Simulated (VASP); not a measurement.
# InSe (C2/m) in VASP: further runs, part 2 of 2

VASP 6.6.1. The steps go on from the part before.

### Step 3. Single point, r2SCAN (uniaxial x strain -2.8%)

The input, POSCAR:

```
InSe
1.0
    5.7156900280     -2.0549041827      0.0681376885
    5.7156900280      2.0549041827      0.0681376885
   -1.6365269639      0.0000000000      4.3858890897
In Se
2 2
Direct
    0.1127749645      0.1127749645      0.9565948849
    0.8872250355      0.8872250355      0.0434051151
    0.3420146324      0.3420146324      0.3560693604
    0.6579853676      0.6579853676      0.6439306396
```

The input, INCAR.step1:

```
SYSTEM = InSe
ALGO = Normal ; EDIFF = 1E-4
ENCUT = 520 ; GGA = PE
ISMEAR = 0 ; LASPH = .TRUE.
LCHARG = .FALSE. ; LREAL = .FALSE.
LWAVE = .TRUE. ; NBANDS = 27
NELM = 60 ; PREC = Accurate
SIGMA = 0.01
```

The input, INCAR.step2:

```
SYSTEM = InSe
ALGO = Normal ; EDIFF = 1E-6
ENCUT = 520 ; ISIF = 2
ISMEAR = 0 ; ISTART = 1
LASPH = .TRUE. ; LCHARG = .TRUE.
LELF = .TRUE. ; LMIXTAU = .TRUE.
LREAL = .FALSE. ; LVHAR = .TRUE.
LWAVE = .FALSE. ; METAGGA = R2SCAN
NBANDS = 27 ; NELM = 60
PREC = Accurate ; SIGMA = 0.01
```

The input, KPOINTS:

```
k-points
0
G
  6 6 6
  0 0 0
```

Potentials or basis: VASP PAW PBE potentials, release 64 (In_d, Se).

On the command line:

```bash
> cat potpaw_PBE.64/In_d/POTCAR potpaw_PBE.64/Se/POTCAR > POTCAR
> cp INCAR.step1 INCAR
> mpirun -np 1 vasp_std > vasp.out
> cp INCAR.step2 INCAR
> mpirun -np 1 vasp_std > vasp.out
```

OUTCAR:

```text
SYSTEM = InSe
   EDIFF = 1E-6
   ENCUT = 520
   ISIF = 2
   ISMEAR = 0
   ISTART = 1
   LASPH = .TRUE.
   LREAL = .FALSE.
   METAGGA = R2SCAN
   NELM = 60
   PREC = Accurate

 ion  position               nearest neighbor table
   1  0.113  0.113  0.957-   3 2.65   4 2.67   4 2.67   2 2.74   2 3.66   2 3.66
   2  0.887  0.887  0.043-   4 2.65   3 2.67   3 2.67   1 2.74   1 3.66   1 3.66
   3  0.342  0.342  0.356-   1 2.65   2 2.67   2 2.67
   4  0.658  0.658  0.644-   2 2.65   1 2.67   1 2.67

  LATTYP: Found a base centered monoclinic cell.
[... 916 lines left out ...]

 [... further k-points ...]
[... 5 lines left out ...]
  --------------------------------------------------------------------------------------
  -------------------------------------------------------------------------------------
  Total        2.8620271      1.2448466      1.2673929      0.0000000      0.0000000      0.0116776
  in kB       44.3107290     19.2730746     19.6221431      0.0000000      0.0000000      0.1807953
  external PRESSURE =      27.7353156 kB  Pullay stress =       0.0000000 kB

 VOLUME and BASIS-vectors are now :
 -----------------------------------------------------------------------------
  energy-cutoff  :      520.00
  volume of cell :      103.48
      direct lattice vectors                 reciprocal lattice vectors
     5.715690028 -2.054904183  0.068137689     0.087091103 -0.243320348  0.032496704
     5.715690028  2.054904183  0.068137689     0.087091103  0.243320348  0.032496704
    -1.636526964  0.000000000  4.385889090    -0.002706036  0.000000000  0.226994226

 POSITION                                       TOTAL-FORCE (eV/Angst)
 -----------------------------------------------------------------------------------
     -0.27632      0.00000      4.21089        -0.000163      0.000000     -0.001646
     10.07117      0.00000      0.31128         0.000163      0.000000      0.001646
      3.32698      0.00000      1.60829         0.002246      0.000000     -0.013838
      6.46787      0.00000      2.91388        -0.002246      0.000000      0.013838
 -----------------------------------------------------------------------------------
    total drift:                                0.000000      0.000000     -0.000000

  FREE ENERGIE OF THE ION-ELECTRON SYSTEM (eV)
  ---------------------------------------------------
  free  energy   TOTEN  =       -76.2822786402 eV

  energy  without entropy=      -76.2822786402  energy(sigma->0) =      -76.28227864
```

OUTCAR.step1:

```text
SYSTEM = InSe
   EDIFF = 1E-4
   ENCUT = 520
   GGA = PE
   ISMEAR = 0
   LASPH = .TRUE.
   LREAL = .FALSE.
   NELM = 60
[... 950 lines left out ...]
     10.07117      0.00000      0.31128         0.073774      0.000000     -0.013952
      3.32698      0.00000      1.60829         0.016102      0.000000      0.267604
      6.46787      0.00000      2.91388        -0.016102      0.000000     -0.267604
 -----------------------------------------------------------------------------------
    total drift:                                0.000000      0.000000     -0.000000

  FREE ENERGIE OF THE ION-ELECTRON SYSTEM (eV)
  ---------------------------------------------------
  free  energy   TOTEN  =       -13.9387651251 eV

  energy  without entropy=      -13.9387651251  energy(sigma->0) =      -13.93876513
```

OSZICAR.step1:

```text
N       E                     dE             d eps       ncg     rms          rms(c)
DAV:   1     0.338230377973E+03    0.33823E+03   -0.17638E+04  3672   0.162E+03
DAV:   2     0.251862855928E+02   -0.31304E+03   -0.30370E+03  3696   0.397E+02
DAV:   3    -0.127536257125E+02   -0.37940E+02   -0.37343E+02  4687   0.145E+02
DAV:   4    -0.143397458085E+02   -0.15861E+01   -0.15810E+01  4439   0.301E+01
DAV:   5    -0.143906380932E+02   -0.50892E-01   -0.50885E-01  5243   0.548E+00    0.670E+00
DAV:   6    -0.139590696394E+02    0.43157E+00   -0.80589E-01  5241   0.146E+01    0.406E+00
DAV:   7    -0.139392764130E+02    0.19793E-01   -0.35339E-01  5602   0.453E+00    0.121E+00
DAV:   8    -0.139380350618E+02    0.12414E-02   -0.40667E-02  5502   0.224E+00    0.578E-01
DAV:   9    -0.139387506961E+02   -0.71563E-03   -0.52485E-03  5032   0.745E-01    0.190E-01
DAV:  10    -0.139387651251E+02   -0.14429E-04   -0.44239E-04  4374   0.158E-01
   1 F= -.13938765E+02 E0= -.13938765E+02  d E =-.611911E-60
```

Run time: 5.1 min. Hardware: 1 thread of Intel Xeon 6975P-C (Granite Rapids), shared host; peak memory 0.41 GiB.

Results:

```yaml
Free_energy: -76.2823 eV
Pressure: 2.8 GPa
Largest_force: 0.014 eV/Å
Band_gap_on_the_k_mesh: 1.20 eV (least direct gap 1.51 eV)
```

Forces in eV/Å, atoms in the order of the input:
```
In   0.000  0.000 -0.002
In   0.000  0.000  0.002
Se   0.002  0.000 -0.014
Se  -0.002  0.000  0.014
```

Caveat: the cell differs from its parent crystal (uniaxial x strain -2.8%); the PAW data sets were made with another functional, which shifts forces and pressure a little; spin-orbit coupling is left out, which moves the levels of the heavy elements.
